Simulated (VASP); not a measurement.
Input of a VASP 6.6.1 run:

Contents of POSCAR:

```
Zn
1.0
    2.5920813692      0.0000000000      0.0000000000
   -1.2960406846      2.2448083144      0.0000000000
    0.0000000000      0.0000000000      4.8529751091
Zn
2
Direct
    0.3333333333      0.6666666667      0.2500000000
    0.6666666667      0.3333333333      0.7500000000
```

File INCAR.step1:

```
SYSTEM = Zn
PREC     = Accurate       ! precision mode
ENCUT    = 520            ! plane-wave cutoff, eV
ISMEAR   = 0              ! smearing method
SIGMA    = 0.1            ! smearing width, eV
LREAL    = .False.        ! projectors in reciprocal space
LASPH    = .True.         ! aspherical terms in the spheres
NELM     = 100            ! most SCF steps
NBANDS   = 19             ! bands
GGA      = PE             ! functional
ALGO     = Normal         ! electronic algorithm
EDIFF    = 1E-4           ! SCF threshold, eV
LWAVE    = .True.         ! write WAVECAR
LCHARG   = .False.        ! write CHGCAR
```

File INCAR.step2:

```
SYSTEM = Zn
PREC     = Accurate       ! precision mode
ENCUT    = 520            ! plane-wave cutoff, eV
EDIFF    = 1E-6           ! SCF threshold, eV
ISMEAR   = 0              ! smearing method
SIGMA    = 0.1            ! smearing width, eV
LREAL    = .False.        ! projectors in reciprocal space
LASPH    = .True.         ! aspherical terms in the spheres
NELM     = 100            ! most SCF steps
ALGO     = Normal         ! electronic algorithm
ISIF     = 2              ! what is computed and relaxed
LWAVE    = .False.        ! write WAVECAR
LCHARG   = .False.        ! write CHGCAR
METAGGA  = R2SCAN         ! meta-GGA
LMIXTAU  = .True.       
NBANDS   = 19             ! bands
ISTART   = 1
```

KPOINTS

```
regular mesh
0
Gamma
  18 18 8
  0 0 0
```

Potentials or basis: VASP PAW PBE potentials, release 64 (Zn).

Command:

```sh
$ cat potpaw_PBE.64/Zn/POTCAR > POTCAR
$ cp INCAR.step1 INCAR
$ mpirun -np 1 vasp_std > vasp.out
$ cp INCAR.step2 INCAR
$ mpirun -np 1 vasp_std > vasp.out
```

(1) Estimate the band gap on the k mesh.

(2) Estimate the pressure.

Answers

(1) zero (bands 12 and 13 overlap by 4.91 eV).

(2) 2.6 GPa.

Caveat: the PAW data sets were made with another functional, which shifts forces and pressure a little.
